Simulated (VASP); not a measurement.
# CuO (P1) in VASP: further runs, part 2 of 2

VASP 6.6.1.

### 4 Single point, LDA+U

This run uses another cell than the first one, of 9.48 Å³/atom.

The input, INCAR:

```
SYSTEM = CuO
PREC     = Accurate       ! precision mode
ENCUT    = 820            ! plane-wave cutoff, eV
EDIFF    = 1E-6           ! SCF threshold, eV
ISMEAR   = -1             ! smearing method
SIGMA    = 0.05           ! smearing width, eV
LREAL    = .FALSE.        ! projectors in reciprocal space
LASPH    = .TRUE.         ! aspherical terms in the spheres
NELM     = 200            ! most SCF steps
ALGO     = Normal         ! electronic algorithm
ISIF     = 2              ! what is computed and relaxed
LWAVE    = .FALSE.        ! write WAVECAR
LCHARG   = .FALSE.        ! write CHGCAR
LMAXMIX  = 4              ! l up to which the mixer works
LDAU     = .TRUE.         ! DFT+U
LDAUTYPE = 2            
LDAUL    = 2 -1           ! shell
LDAUU    = 4.5 0          ! U, eV
LDAUJ    = 0 0          
LDAUPRINT= 1            
GGA      = CA             ! functional
NBANDS   = 20             ! bands
GGA_COMPAT= .FALSE.
```

The input, KPOINTS:

```
Automatic mesh
0
G
  11 11 11
  0 0 0
```

The input, POSCAR:

```
CuO
1.0
    0.0000000000      2.1165600000      2.1165600000
    2.1165600000      0.0000000000      2.1165600000
    2.1165600000      2.1165600000      0.0000000000
Cu O
1 1
Direct
    0.0294977200      0.0281008700      0.9080259900
    0.4705022800      0.4718991300      0.5919740100
```

Potentials or basis: VASP PAW LDA potentials, release 64 (Cu_sv_GW, O).

Command:

```
$ cat potpaw_LDA.64/Cu_sv_GW/POTCAR potpaw_LDA.64/O/POTCAR > POTCAR
$ mpirun -np 1 vasp_std > vasp.out
```

OUTCAR:

```text
SYSTEM = CuO
   PREC = Accurate
   ENCUT = 820
   EDIFF = 1E-6
   ISMEAR = -1
   LREAL = .FALSE.
   LASPH = .TRUE.
   NELM = 200
   ISIF = 2
   GGA = CA

 ion  position               nearest neighbor table
   1  0.029  0.028  0.908-   2 1.88   2 1.89   2 1.91
   2  0.471  0.472  0.592-   1 1.88   1 1.89   1 1.91

  LATTYP: Found a face centered cubic cell.
 ALAT       =     4.2331200000

  Lattice vectors:

 A1 = (   0.0000000000,   2.1165600000,   2.1165600000)
 A2 = (   2.1165600000,   0.0000000000,   2.1165600000)
 A3 = (   2.1165600000,   2.1165600000,   0.0000000000)

Analysis of symmetry for initial positions (statically):
=====================================================================
 Subroutine PRICEL returns:
 Original cell was already a primitive cell.

 Routine SETGRP: Setting up the symmetry group for a
 face centered cubic supercell.

 Subroutine GETGRP returns: Found  1 space group operations
 (whereof  1 operations were pure point group operations)
 out of a pool of 48 trial point group operations.

The static configuration has the point symmetry C_1 .

Analysis of symmetry for dynamics (positions and initial velocities):
=====================================================================
 Subroutine PRICEL returns:
 Original cell was already a primitive cell.

 Routine SETGRP: Setting up the symmetry group for a
 face centered cubic supercell.

 Subroutine GETGRP returns: Found  1 space group operations
[... 169 lines left out ...]
  o =  0.8475  v =  0.0000  0.0000  0.0000  0.0000  0.0000  0.1785  0.0589  0.9684  0.0980  0.1314      0.0000  0.0000  0.0000  0.0000  0.0000  0.0000  0.0000  0.0000  0.0000  0.0000
  o =  0.9365  v =  0.0000  0.0000  0.0000  0.0000  0.0000  0.6131 -0.5506 -0.0228 -0.5661  0.0045      0.0000  0.0000  0.0000  0.0000  0.0000  0.0000  0.0000  0.0000  0.0000  0.0000
  o =  0.9365  v =  0.6131 -0.5506 -0.0228 -0.5661  0.0045  0.0000  0.0000  0.0000  0.0000  0.0000      0.0000  0.0000  0.0000  0.0000  0.0000  0.0000  0.0000  0.0000  0.0000  0.0000
  o =  0.9396  v =  0.7634  0.3310 -0.2091  0.5130 -0.0272  0.0000  0.0000  0.0000  0.0000  0.0000      0.0000  0.0000  0.0000  0.0000  0.0000  0.0000  0.0000  0.0000  0.0000  0.0000
  o =  0.9396  v =  0.0000  0.0000  0.0000  0.0000  0.0000  0.7634  0.3310 -0.2091  0.5130 -0.0272      0.0000  0.0000  0.0000  0.0000  0.0000  0.0000  0.0000  0.0000  0.0000  0.0000
  o =  0.9398  v =  0.0000  0.0000  0.0000  0.0000  0.0000 -0.0947 -0.7515  0.0248  0.6260 -0.1837      0.0000  0.0000  0.0000  0.0000  0.0000  0.0000  0.0000  0.0000  0.0000  0.0000
  o =  0.9398  v = -0.0947 -0.7515  0.0248  0.6260 -0.1837  0.0000  0.0000  0.0000  0.0000  0.0000      0.0000  0.0000  0.0000  0.0000  0.0000  0.0000  0.0000  0.0000  0.0000  0.0000

 number of electron      24.9999999 magnetization

 Free energy of the ion-electron system (eV)
  ---------------------------------------------------
  ext. energy  EPLUGINS =         0.00000000
  ---------------------------------------------------
  free energy    TOTEN  =        -9.11518828 eV

  energy without entropy =       -9.09518786  energy(sigma->0) =       -9.10518807

 E-fermi :   5.2734     XC(G=0): -13.2746

 val. band max:        5.2734404583   @ k =   0.3636   0.1818   0.0909
 cond. band min:       5.2735558298   @ k =  -0.1818   0.0909  -0.0909
 fundamental gap:      0.0001153715
 Fermi energy:         5.2734444856

 k-point     1 :       0.0000    0.0000    0.0000
  band No.  band energies     occupation
      1    -104.4929      2.00000
      2     -62.5486      2.00000
      3     -62.5251      2.00000
      4     -62.3892      2.00000
      5     -13.8037      2.00000
      6       0.6481      2.00000
[... 541 lines left out ...]
     19      27.0747      0.00000
     20      28.7146      0.00000

 [... further k-points ...]

------------------------ aborting loop because EDIFF is reached ----------------------------------------

  FORCE on cell =-STRESS in cart. coord.  units (eV):
  Direction    XX          YY          ZZ          XY          YZ          ZX
  --------------------------------------------------------------------------------------
  -------------------------------------------------------------------------------------
  Total        0.0926979      0.0070519     -0.2687374     -0.3303307      0.2499215      0.2665732
  in kB        7.8317479      0.5957951    -22.7047616    -27.9085791     21.1150692     22.5219171
  external PRESSURE =      -4.7590729 kB  Pullay stress =       0.0000000 kB

 VOLUME and BASIS-vectors are now :
 -----------------------------------------------------------------------------
  energy-cutoff  :      820.00
  volume of cell :       18.96
      direct lattice vectors                 reciprocal lattice vectors
     0.000000000  2.116560000  2.116560000    -0.236232377  0.236232377  0.236232377
     2.116560000  0.000000000  2.116560000     0.236232377 -0.236232377  0.236232377
     2.116560000  2.116560000  0.000000000     0.236232377  0.236232377 -0.236232377

 POSITION                                       TOTAL-FORCE (eV/Angst)
 -----------------------------------------------------------------------------------
      1.98137      1.98433      0.12191         0.497651      0.450749     -0.310719
      2.25175      2.24879      1.99465        -0.497651     -0.450749      0.310719
 -----------------------------------------------------------------------------------
    total drift:                                0.000034      0.000366     -0.000200

  FREE ENERGIE OF THE ION-ELECTRON SYSTEM (eV)
  ---------------------------------------------------
  free  energy   TOTEN  =        -9.1151882803 eV

  energy  without entropy=       -9.0951878639  energy(sigma->0) =       -9.10518807
```

OSZICAR:

```text
N       E                     dE             d eps       ncg     rms          rms(c)
DAV:   1     0.370652916287E+03    0.37065E+03   -0.19596E+04 37480   0.473E+03
DAV:   2     0.106879998309E+02   -0.35996E+03   -0.34590E+03 41772   0.107E+03
DAV:   3    -0.106642004896E+02   -0.21352E+02   -0.21173E+02 42564   0.290E+02
DAV:   4    -0.110426846660E+02   -0.37848E+00   -0.37838E+00 38096   0.256E+01
DAV:   5    -0.110532096392E+02   -0.10525E-01   -0.10524E-01 35792   0.370E+00    0.958E+00
DAV:   6    -0.102760904310E+02    0.77712E+00   -0.12851E+01 48000   0.225E+02    0.875E+00
DAV:   7    -0.914565452826E+01    0.11304E+01   -0.49698E+00 38992   0.186E+02    0.232E+00
DAV:   8    -0.912511089160E+01    0.20544E-01   -0.28218E-01 42624   0.181E+01    0.127E+00
DAV:   9    -0.911570754050E+01    0.94034E-02   -0.24455E-02 45872   0.912E+00    0.306E-01
DAV:  10    -0.911518127425E+01    0.52627E-03   -0.30035E-03 47440   0.337E+00    0.664E-02
DAV:  11    -0.911520012982E+01   -0.18856E-04   -0.17132E-04 41876   0.688E-01    0.283E-02
DAV:  12    -0.911518867354E+01    0.11456E-04   -0.36856E-05 46000   0.410E-01    0.682E-03
DAV:  13    -0.911518828030E+01    0.39325E-06   -0.89929E-07 17468   0.801E-02
   1 F= -.91151883E+01 E0= -.91051881E+01  d E =-.200004E-01
```

stdout:

```text
POSCAR found type information on POSCAR CuO
 POSCAR found :  2 types and       2 ions
 scaLAPACK will be used
 LDA part: xc-table for (Slater(with rela. corr.)+CA(PZ))
 , standard interpolation
 POSCAR, INCAR and KPOINTS ok, starting setup
 FFT: planning ... GRIDC
 FFT: planning ... GRID_SOFT
 FFT: planning ... GRID
 WAVECAR not read
 entering main loop
```

Wall time 3.4 min (1 thread of AMD EPYC 9R45 (Zen 5), shared host); peak memory 0.61 GiB.

What came out:

- Free energy: -9.1152 eV
- Pressure: -0.5 GPa
- Largest force: 0.740 eV/Å
- Band gap on the k mesh: zero (an odd number of electrons rules out a gap without spin polarisation)

Forces on the atoms (eV/Å):
```
Cu   0.498  0.451 -0.311
O   -0.498 -0.451  0.311
```

Levels at points of the mesh, in eV from the Fermi level:
```
           k point  band 10  band 11  band 12  band 13  band 14  band 15  band 16  band 17
(0.00, 0.00, 0.00)    -3.04    -0.51    -0.18    -0.15     1.97    17.25    18.28    18.38
```

Eigenvalues of the final occupation matrices:
```tsv
site	spin	trace	eigenvalues
site 1 d	1	4.51	0.84 0.85 0.94 0.94 0.94
site 1 d	2	4.51	0.84 0.85 0.94 0.94 0.94
```

Caveat: an odd number of electrons without spin polarisation forces a metal; a magnetic or distorted state may lie lower; U without spin polarisation on a metal has little footing.

### 5 The runs side by side

```csv
level,potentials or basis,U,cell,gap on the mesh (eV),pressure (GPa),largest force (eV/Å)
PBEsol,"VASP PAW PBE potentials, release 64 (Cu_sv_GW, O)",-,"a = 3.033 Å, angles 60.0°, 2 atoms",none,0.9,0.53
RPBE,"VASP PAW PBE potentials, release 64 (Cu_sv_GW, O)",-,"a = 2.993 Å, angles 60.0°, 2 atoms",none,23.4,1.04
LDA+U,"VASP PAW LDA potentials, release 64 (Cu_sv_GW, O)",Cu d U = 4.5 eV,"a = 2.993 Å, angles 60.0°, 2 atoms",none,-0.5,0.74
```

Alike in all rows: task single point; no spin polarisation; k mesh 11 × 11 × 11; cutoff (eV) 820; smearing fermi-dirac 0.05 eV.

Caveats: an odd number of electrons without spin polarisation forces a metal; a magnetic or distorted state may lie lower; the PAW data sets were made with another functional, which shifts forces and pressure a little (at least some runs); semilocal functionals often make such compounds metallic where correlation or magnetic order opens a gap, which also shifts bond lengths (at least some runs); the cell stands under pressure (at least some runs); U without spin polarisation on a metal has little footing (at least some runs).

Total energies depend on the potentials used, so only differences within one code and one set of settings carry meaning.
